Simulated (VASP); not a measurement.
# Ni (Fm-3m) in VASP: single point with r2SCAN

Aim: the single point of Ni with r2SCAN.

All numbers are computed with VASP 6.6.1; they aren't measurements. Logs are shortened: lines on timing, memory, paths and dates and some standing lists are left out, and cuts for length are marked.

**1. The cell of the first run**

It takes space group Fm-3m (No. 225, cubic). The conventional cell has a = 3.533 Å, b = 3.533 Å, c = 3.533 Å, α = 90.00°, β = 90.00°, γ = 90.00°. Within 3.3 Å of Ni (site symmetry m-3m) lie 12 Ni at 2.50 Å.

**2. Single point, r2SCAN, collinear spin, ferromagnetic start**

The input, POSCAR:

```
Ni
1.0
    0.0000000000      1.7664000000      1.7664000000
    1.7664000000      0.0000000000      1.7664000000
    3.5328000000      3.5328000000      0.0000000000
Ni
2
Direct
    0.0000000000      0.0000000000      0.0000000000
    0.0000000000      0.0000000000      0.5000000000
```

The input, INCAR.step1:

```
PREC = Accurate
ENCUT = 520
ISMEAR = 0
SIGMA = 0.1
LREAL = False
LASPH = True
NELM = 150
ISPIN = 2
MAGMOM = 2 2
LMAXMIX = 4
NBANDS = 21
ISYM = 0
GGA = PE
ALGO = Normal
EDIFF = 1E-4
LWAVE = True
LCHARG = False
```

The input, INCAR.step2:

```
PREC = Accurate
ENCUT = 520
EDIFF = 1E-6
ISMEAR = 0
SIGMA = 0.1
LREAL = False
LASPH = True
NELM = 150
ALGO = Normal
ISIF = 2
LWAVE = False
LCHARG = False
ISPIN = 2
MAGMOM = 2 2
LORBIT = 11
LMAXMIX = 4
METAGGA = R2SCAN
LMIXTAU = True
NBANDS = 21
ISYM = 0
ISTART = 1
```

The input, KPOINTS:

```
regular mesh
0
Gamma
  13 13 7
```

Potentials or basis: VASP PAW PBE potentials, release 64 (Ni).

On the command line:

```bash
cat potpaw_PBE.64/Ni/POTCAR > POTCAR
cp INCAR.step1 INCAR
mpirun -np 1 vasp_std > vasp.out
cp INCAR.step2 INCAR
mpirun -np 1 vasp_std > vasp.out
```

OUTCAR:

```text
PREC = Accurate
   ENCUT = 520
   EDIFF = 1E-6
   ISMEAR = 0
   LREAL = False
   LASPH = True
   NELM = 150
   ISIF = 2
   ISPIN = 2
   LORBIT = 11
   METAGGA = R2SCAN
   ISYM = 0
   ISTART = 1

 ion  position               nearest neighbor table
   1  0.000  0.000  0.000-   2 2.50   2 2.50   2 2.50   2 2.50   2 2.50   2 2.50
   2  0.000  0.000  0.500-   1 2.50   1 2.50   1 2.50   1 2.50   1 2.50   1 2.50

IMPORTANT INFORMATION: All symmetrisations will be switched off!
NOSYMM: (Re-)initialisation of all symmetry stuff for point group C_1.

----------------------------------------------------------------------------------------

                                     Primitive cell

  volume of cell :      22.0459

  direct lattice vectors                    reciprocal lattice vectors
     0.000000000  1.766400000  1.766400000    -0.283061594  0.283061594  0.283061594
     1.766400000  0.000000000  1.766400000     0.283061594 -0.283061594  0.283061594
     3.532800000  3.532800000  0.000000000     0.141530797  0.141530797 -0.141530797

  length of vectors
     2.498066837  2.498066837  4.996133673     0.490277063  0.490277063  0.245138531

  position of ions in fractional coordinates (direct lattice)
     0.000000000  0.000000000  0.000000000
     0.000000000  0.000000000  0.500000000

  ion indices of the primitive-cell ions
   primitive index   ion index
                 1           1
                 2           2

----------------------------------------------------------------------------------------

 KPOINTS: regular mesh

Automatic generation of k-mesh.
 Grid dimensions read from file:
 generate k-points for:   13   13    7

 Generating k-lattice:

  Cartesian coordinates                     Fractional coordinates (reciprocal lattice)
    -0.021773969  0.021773969  0.021773969     0.076923077  0.000000000  0.000000000
     0.021773969 -0.021773969  0.021773969     0.000000000  0.076923077  0.000000000
     0.020218685  0.020218685 -0.020218685     0.000000000  0.000000000  0.142857143

  Length of vectors
     0.037713620  0.037713620  0.035019790

  Shift w.r.t. Gamma in fractional coordinates (k-lattice)
     0.000000000  0.000000000  0.000000000

 -----------------------------------------------------------------------------
|                                                                             |
|           W    W    AA    RRRRR   N    N  II  N    N   GGGG   !!!           |
|           W    W   A  A   R    R  NN   N  II  NN   N  G    G  !!!           |
|           W    W  A    A  R    R  N N  N  II  N N  N  G       !!!           |
|           W WW W  AAAAAA  RRRRR   N  N N  II  N  N N  G  GGG   !            |
|           WW  WW  A    A  R   R   N   NN  II  N   NN  G    G                |
[... 87 lines left out ...]
  Fermi-wavevector in a.u.,A,eV,Ry     =   1.584805  2.994847 34.172477  2.511606
  Thomas-Fermi vector in A             =   2.684366
   LORBIT       =     11    0 simple, 1 ext, 2 COOP (PROOUT), +10 PAW based schemes
   METAGGA = R2SCAN    functional components
   LHFCALC =     F    Hartree Fock is set to
   AEXX    =    0.0000 exact exchange contribution
   IVDW    =     0    specifies the selected vdW correction
   LEPSILON=     F    determine dielectric tensor
   LRPA    =     F    only Hartree local field effects (RPA)
 spin polarized calculation
 Gauss-broadening in eV      SIGMA  =   0.10
  energy-cutoff  :      520.00
  volume of cell :       22.05
 maximum number of plane-waves:       609
   NGX =  9   NGY =  9   NGZ = 19

 number of electron      20.0000020 magnetization       1.4935900

 Free energy of the ion-electron system (eV)
  ---------------------------------------------------
  ext. energy  EPLUGINS =         0.00000000
  ---------------------------------------------------
  free energy    TOTEN  =       -23.86174745 eV

  energy without entropy =      -23.84782872  energy(sigma->0) =      -23.85478809

 E-fermi :   9.1574     XC(G=0): -14.2990

 val. band max:        9.1562459210   @ k =   0.3077   0.3077   0.2857
 cond. band min:       9.1576191046   @ k =  -0.3846   0.3846   0.2857
 fundamental gap:      0.0013731836
 Fermi energy:         9.1573988201

 spin component 1

 k-point     1 :       0.0000    0.0000    0.0000
  band No.  band energies     occupation
      1      -0.1752      1.00000
      2       3.9155      1.00000
      3       6.1991      1.00000
      4       6.2013      1.00000
      5       6.2104      1.00000
      6       6.2897      1.00000
[... 565 lines left out ...]
     20      35.9552      0.00000
     21      38.2630      0.00000

 [... further k-points ...]

 spin component 2

 k-point     1 :       0.0000    0.0000    0.0000
  band No.  band energies     occupation
      1      -0.4326      1.00000
      2       4.6143      1.00000
      3       7.2257      1.00000
      4       7.2274      1.00000
      5       7.5714      1.00000
      6       7.5742      1.00000
[... 565 lines left out ...]
     20      36.1169      0.00000
     21      38.7149      0.00000

 [... further k-points ...]
[... 5 lines left out ...]
  --------------------------------------------------------------------------------------
  -------------------------------------------------------------------------------------
  Total       -1.2019563     -1.2019555     -1.1929208      0.0049595     -0.0181133     -0.0181124
  in kB      -87.3518479    -87.3517911    -86.6951964      0.3604306     -1.3163791     -1.3163125
  external PRESSURE =     -87.1329451 kB  Pullay stress =       0.0000000 kB

 VOLUME and BASIS-vectors are now :
 -----------------------------------------------------------------------------
  energy-cutoff  :      520.00
  volume of cell :       22.05
      direct lattice vectors                 reciprocal lattice vectors
     0.000000000  1.766400000  1.766400000    -0.283061594  0.283061594  0.283061594
     1.766400000  0.000000000  1.766400000     0.283061594 -0.283061594  0.283061594
     3.532800000  3.532800000  0.000000000     0.141530797  0.141530797 -0.141530797

 POSITION                                       TOTAL-FORCE (eV/Angst)
 -----------------------------------------------------------------------------------
      0.00000      0.00000      0.00000         0.000000     -0.000000      0.000000
      1.76640      1.76640      0.00000        -0.000000      0.000000     -0.000000
 -----------------------------------------------------------------------------------
    total drift:                               -0.000001      0.000000     -0.000000

  FREE ENERGIE OF THE ION-ELECTRON SYSTEM (eV)
  ---------------------------------------------------
  free  energy   TOTEN  =       -23.8617474545 eV

  energy  without entropy=      -23.8478287186  energy(sigma->0) =      -23.85478809

 total charge

# of ion       s       p       d       tot
------------------------------------------
    1        0.509   0.508   8.304   9.321
    2        0.509   0.508   8.304   9.321
--------------------------------------------------
tot          1.017   1.017  16.608  18.642

 magnetization (x)

# of ion       s       p       d       tot
------------------------------------------
    1       -0.010  -0.042   0.823   0.772
    2       -0.010  -0.042   0.824   0.772
--------------------------------------------------
tot         -0.019  -0.084   1.647   1.544
```

Wall time 34 min (1 thread of Oxide Virtual Turin-like, shared host); peak memory 0.43 GiB.

What came out:

```
Free energy                                           : -23.8617 eV
Pressure                                              : -8.7 GPa
Net moment                                            : 1.49 μB per cell
Site moments                                          : Ni +0.77 μB
Valence electrons inside the program's atomic spheres : Ni 9.32
```

Levels at points of the mesh, in eV from the Fermi level:
Spin up:
| k point | band 8 | band 9 | band 10 | band 11 | band 12 | band 13 | band 14 | band 15 |
| --- | --- | --- | --- | --- | --- | --- | --- | --- |
| (0.00, 0.00, 0.00) | -1.68 | -1.68 | -1.11 | -1.11 | -0.40 | 5.51 | 22.85 | 24.41 |
Spin down:
```csv
k point,band 7,band 8,band 9,band 10,band 11,band 12
"(0.00, 0.00, 0.00)",-1.57,-0.92,-0.91,-0.62,0.16,0.17
```

Caveat: the cell stands under tension; the PAW data sets were made with another functional, which shifts forces and pressure a little.
